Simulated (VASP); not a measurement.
MgO (mix): relaxation of cell and atoms with PBE

The system is MgO (mix).

```
Mg O
1.0
     0.00000    2.10850    2.10850
     2.10850    0.00000    2.10850
     2.10850    2.10850    0.00000
Mg O
1 1
Cartesian
  0.0000 0.0000 0.0000
  2.1085 2.1085 2.1085
```

| Item | Value |
| --- | --- |
| Program | VASP 6.6.1 |
| Task | relaxation of cell and atoms |
| Functional | PBE |
| Potentials or basis | VASP PAW PBE potentials, release 64 (Mg, O) |
| Cutoff | 600 eV |
| k mesh | 10 × 10 × 10 |
| Occupations | gaussian, width 0.02 eV |
| Spin | no spin polarisation |
| Target pressure | 12 GPa |
| Dipole correction | no |
| Further INCAR settings | ALGO = Normal; EDIFF = 1e-07; IBRION = 2; EDIFFG = -0.002; NSW = 100; ISIF = 3 |

The relaxed volume is 8.93 Å³/atom, the relaxed cell is a = 2.934 Å, b = 2.934 Å, c = 2.934 Å, α = 60.00°, β = 60.00°, γ = 60.00° and the space group after relaxing (to 0.05 Å) is Fm-3m (No. 225). The energy change on relaxing (the enthalpy is what falls) is +20.5 meV/atom. The ionic steps are 3, the pressure after relaxing is 12.0 GPa and the band gap on the k mesh is 5.18 eV, direct.

The path:
```tsv
step	energy change (eV)	largest force (eV/Å)	pressure (GPa)	volume (Å³)
1	0.0000	0.0000	3.12	18.75
2	0.0857	0.0000	17.78	17.37
3	0.0411	0.0000	11.99	17.86
```

Final structure:
```
Mg O
1.0
     0.00000    2.07448    2.07448
     2.07448    0.00000    2.07448
     2.07448    2.07448    0.00000
Mg O
1 1
Direct
  0.00000 0.00000 0.00000
  0.50000 0.50000 0.50000
```

Levels at points of the mesh, in eV from the valence-band top:
| k point | band 2 | band 3 | band 4 | band 5 | band 6 | band 7 |
| --- | --- | --- | --- | --- | --- | --- |
| (0.00, 0.00, 0.00) | 0.00 | 0.00 | 0.00 | 5.18 | 16.06 | 16.06 |
| (0.50, 0.00, 0.00) | -4.82 | -0.71 | -0.71 | 8.19 | 13.13 | 16.79 |
| (0.50, 0.50, 0.00) | -4.27 | -1.41 | -1.41 | 9.17 | 10.48 | 13.59 |

Wall time 25 s on 1 thread of Intel Xeon 8259CL, with other jobs on the host, peak memory 0.15 GiB.

Caveat: the cell is relaxed towards a set pressure, so the enthalpy falls and the energy may rise. PBE gaps usually lie below the measured ones, often by a third to a half.
